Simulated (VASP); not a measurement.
# Fe (Fd-3m) in VASP: notebook, part 2 of 2

VASP 6.6.1. The steps go on from the part before.

## Step 4: Single point, LDA (volume scaled by 0.92)

The input, INCAR:

```
SYSTEM = Fe
PREC     = Accurate       ! precision mode
ENCUT    = 600            ! plane-wave cutoff, eV
EDIFF    = 1E-6           ! SCF threshold, eV
ISMEAR   = -1             ! smearing method
SIGMA    = 0.1            ! smearing width, eV
LREAL    = .FALSE.        ! projectors in reciprocal space
LASPH    = .TRUE.         ! aspherical terms in the spheres
NELM     = 120            ! most SCF steps
ALGO     = Normal         ! electronic algorithm
ISIF     = 2              ! what is computed and relaxed
LWAVE    = .FALSE.        ! write WAVECAR
LCHARG   = .FALSE.        ! write CHGCAR
NBANDS   = 23             ! bands
GGA_COMPAT= .FALSE.
```

The input, KPOINTS:

```
regular mesh
0
G
  13 13 13
  0 0 0
```

The input, POSCAR:

```
Fe
1.0
    0.0000000000      2.3129021275      2.3129021275
    2.3129021275      0.0000000000      2.3129021275
    2.3129021275      2.3129021275      0.0000000000
Fe
2
Direct
    0.1250000000      0.1250000000      0.1250000000
    0.8750000000      0.8750000000      0.8750000000
```

Potentials or basis: VASP PAW LDA potentials, release 64 (Fe_sv).

The run is started by

```sh
> cat potpaw_LDA.64/Fe_sv/POTCAR > POTCAR
> mpirun -np 1 vasp_std > vasp.out
```

OUTCAR:

```text
SYSTEM = Fe
   PREC = Accurate
   ENCUT = 600
   EDIFF = 1E-6
   ISMEAR = -1
   LREAL = .FALSE.
   LASPH = .TRUE.
   NELM = 120
   ISIF = 2

 ion  position               nearest neighbor table
   1  0.125  0.125  0.125-   2 2.00   2 2.00   2 2.00   2 2.00
   2  0.875  0.875  0.875-   1 2.00   1 2.00   1 2.00   1 2.00

  LATTYP: Found a face centered cubic cell.
 ALAT       =     4.6258042550

  Lattice vectors:

 A1 = (   0.0000000000,   2.3129021275,   2.3129021275)
 A2 = (   2.3129021275,   0.0000000000,   2.3129021275)
 A3 = (   2.3129021275,   2.3129021275,   0.0000000000)

Analysis of symmetry for initial positions (statically):
=====================================================================
 Subroutine PRICEL returns:
 Original cell was already a primitive cell.

 Routine SETGRP: Setting up the symmetry group for a
 face centered cubic supercell.

 Subroutine GETGRP returns: Found 48 space group operations
 (whereof 12 operations were pure point group operations)
 out of a pool of 48 trial point group operations.

The static configuration has the point symmetry D_3d.
 The point group associated with its full space group is O_h .

Analysis of symmetry for dynamics (positions and initial velocities):
=====================================================================
 Subroutine PRICEL returns:
 Original cell was already a primitive cell.

 Routine SETGRP: Setting up the symmetry group for a
 face centered cubic supercell.

 Subroutine GETGRP returns: Found 48 space group operations
 (whereof 12 operations were pure point group operations)
 out of a pool of 48 trial point group operations.

The dynamic configuration has the point symmetry D_3d.
 The point group associated with its full space group is O_h .

 Subroutine INISYM returns: Found 48 space group operations
[... 104 lines left out ...]
   ISYM   =      2    0-nonsym 1-usesym 2-fastsym
   POTIM  = 0.5000    time-step for ionic-motion
   TEBEG  =    0.0;   TEEND  =   0.0 temperature during run
   PSTRESS=    0.0 pullay stress
   NELECT =      32.0000    total number of electrons
   NUPDOWN=      -1.0000    fix difference up-down
   EMIN   =  10.00;   EMAX   =-10.00  energy-range for DOS
   EFERMI =   0.00;   METHOD = LEGACY
   ISMEAR =    -1;   SIGMA  =   0.10  broadening in eV -4-tet -1-fermi 0-gaus
   EFERMI_NEDOS =   21; number of points for ismear=-14 and -15
   IALGO  =     38    algorithm
   IMIX   =      4    mixing-type and parameters
     AMIX     =   0.40;   BMIX     =  1.00
     AMIX_MAG =   1.60;   BMIX_MAG =  1.00
  volume/ion in A,a.u.               =      12.37        83.50
  Fermi-wavevector in a.u.,A,eV,Ry     =   1.783573  3.370464 43.281940  3.181133
  Thomas-Fermi vector in A             =   2.847734
   LORBIT       =      0    0 simple, 1 ext, 2 COOP (PROOUT), +10 PAW based schemes
   GGA     = CA    functional components
   LHFCALC =     F    Hartree Fock is set to
   AEXX    =    0.0000 exact exchange contribution
   IVDW    =     0    specifies the selected vdW correction
   LEPSILON=     F    determine dielectric tensor
   LRPA    =     F    only Hartree local field effects (RPA)
 non-spin polarized calculation
  energy-cutoff  :      600.00
  volume of cell :       24.75
 maximum number of plane-waves:       869
 NGX is ok and might be reduce to    28
   NGX = 13   NGY = 13   NGZ = 13

 number of electron      31.9999985 magnetization

 Free energy of the ion-electron system (eV)
  ---------------------------------------------------
  ext. energy  EPLUGINS =         0.00000000
  ---------------------------------------------------
  free energy    TOTEN  =       -16.26911682 eV

  energy without entropy =      -16.20104339  energy(sigma->0) =      -16.23508011

 E-fermi :  10.3667     XC(G=0): -13.2437

 val. band max:       10.3224381370   @ k =   0.3077   0.1538   0.0769
 cond. band min:      10.3716618974   @ k =   0.2308   0.2308   0.0000
 fundamental gap:      0.0492237604
 Fermi energy:        10.3667306095

 k-point     1 :       0.0000    0.0000    0.0000
  band No.  band energies     occupation
      1     -76.0866      2.00000
      2     -75.3802      2.00000
      3     -42.8530      2.00000
      4     -42.8530      2.00000
      5     -42.8530      2.00000
      6     -41.9291      2.00000
[... 613 lines left out ...]
     22      20.4306      0.00000
     23      23.4254      0.00000

 [... further k-points ...]
[... 5 lines left out ...]
  --------------------------------------------------------------------------------------
  -------------------------------------------------------------------------------------
  Total        2.5070948      2.5070948      2.5070948     -0.0000000      0.0000000     -0.0000000
  in kB      162.3228219    162.3228219    162.3228219     -0.0000000      0.0000000     -0.0000000
  external PRESSURE =     162.3228219 kB  Pullay stress =       0.0000000 kB

 VOLUME and BASIS-vectors are now :
 -----------------------------------------------------------------------------
  energy-cutoff  :      600.00
  volume of cell :       24.75
      direct lattice vectors                 reciprocal lattice vectors
     0.000000000  2.312902128  2.312902128    -0.216178624  0.216178624  0.216178624
     2.312902128  0.000000000  2.312902128     0.216178624 -0.216178624  0.216178624
     2.312902128  2.312902128  0.000000000     0.216178624  0.216178624 -0.216178624

 POSITION                                       TOTAL-FORCE (eV/Angst)
 -----------------------------------------------------------------------------------
      0.57823      0.57823      0.57823        -0.000000      0.000000      0.000000
      4.04758      4.04758      4.04758         0.000000     -0.000000     -0.000000
 -----------------------------------------------------------------------------------
    total drift:                                0.000000      0.000000     -0.000000

  FREE ENERGIE OF THE ION-ELECTRON SYSTEM (eV)
  ---------------------------------------------------
  free  energy   TOTEN  =       -16.2691168247 eV

  energy  without entropy=      -16.2010433862  energy(sigma->0) =      -16.23508011
```

OSZICAR:

```text
N       E                     dE             d eps       ncg     rms          rms(c)
DAV:   1     0.721303123356E+03    0.72130E+03   -0.21524E+04  3864   0.253E+03
DAV:   2     0.353950798197E+02   -0.68591E+03   -0.66288E+03  3871   0.831E+02
DAV:   3    -0.157882329001E+02   -0.51183E+02   -0.49593E+02  4508   0.286E+02
DAV:   4    -0.176702846882E+02   -0.18821E+01   -0.18804E+01  4330   0.721E+01
DAV:   5    -0.177582874043E+02   -0.88003E-01   -0.88001E-01  4712   0.146E+01    0.145E+01
DAV:   6    -0.165817192894E+02    0.11766E+01   -0.10234E+01  4529   0.615E+01    0.479E+00
DAV:   7    -0.162871381993E+02    0.29458E+00   -0.14463E+00  4438   0.265E+01    0.151E+00
DAV:   8    -0.162727514845E+02    0.14387E-01   -0.30040E-02  4835   0.275E+00    0.624E-01
DAV:   9    -0.162691073431E+02    0.36441E-02   -0.35470E-03  5342   0.881E-01    0.498E-02
DAV:  10    -0.162691185641E+02   -0.11221E-04   -0.15634E-04  4200   0.219E-01    0.298E-02
DAV:  11    -0.162691172419E+02    0.13223E-05   -0.16989E-05  4571   0.879E-02    0.632E-03
DAV:  12    -0.162691168247E+02    0.41718E-06   -0.13167E-06  2490   0.258E-02
   1 F= -.16269117E+02 E0= -.16235080E+02  d E =-.680734E-01
```

stdout:

```text
POSCAR found type information on POSCAR Fe
 POSCAR found :  1 types and       2 ions
 scaLAPACK will be used
 LDA part: xc-table for (Slater(with rela. corr.)+CA(PZ))
 , standard interpolation
 POSCAR, INCAR and KPOINTS ok, starting setup
 FFT: planning ... GRIDC
 FFT: planning ... GRID_SOFT
 FFT: planning ... GRID
 WAVECAR not read
 entering main loop
```

Run time: 23 s. Hardware: 1 thread of Intel Xeon Platinum 8559C (Emerald Rapids), shared host; peak memory 0.16 GiB.

Results:

```
Free energy            : -16.2691 eV
Pressure               : 16.2 GPa
Band gap on the k mesh : zero (band 16 reaches 10.82 eV, above the bottom of band 17 at 9.86 eV)
```

Levels at points of the mesh, in eV from the Fermi level:
```csv
k point,band 14,band 15,band 16,band 17,band 18,band 19
"(0.00, 0.00, 0.00)",-2.90,-0.49,-0.49,-0.49,1.58,1.58
```

Caveat: the run has no spin polarisation, though such a crystal can be magnetic. Spin polarisation is off, so any magnetic state and its effect on volume and gap are missing.

## Step 5: The runs side by side

```tsv
task	potentials or basis	cell	k mesh	second run	gap on the mesh (eV)	pressure (GPa)
relaxation of cell and atoms	VASP PAW LDA potentials, release 64 (Fe)	relaxed from a = 3.556 Å, angles 60.0°, 2 atoms	11 × 11 × 11	-	none	0.0
single point	VASP PAW LDA potentials, release 64 (Fe_sv)	a = 3.363 Å, angles 60.0°, 2 atoms	11 × 11 × 11	valence_matched	none	-2.6
single point	VASP PAW LDA potentials, release 64 (Fe_sv)	a = 3.271 Å, angles 60.0°, 2 atoms	13 × 13 × 13	valence_matched	none	16.2
```

Alike in all rows: level LDA; no spin polarisation; cutoff (eV) 600; smearing fermi-dirac 0.1 eV.

Caveats: the run has no spin polarisation, though such a crystal can be magnetic.

Total energies depend on the potentials used, so only differences within one code and one set of settings carry meaning.
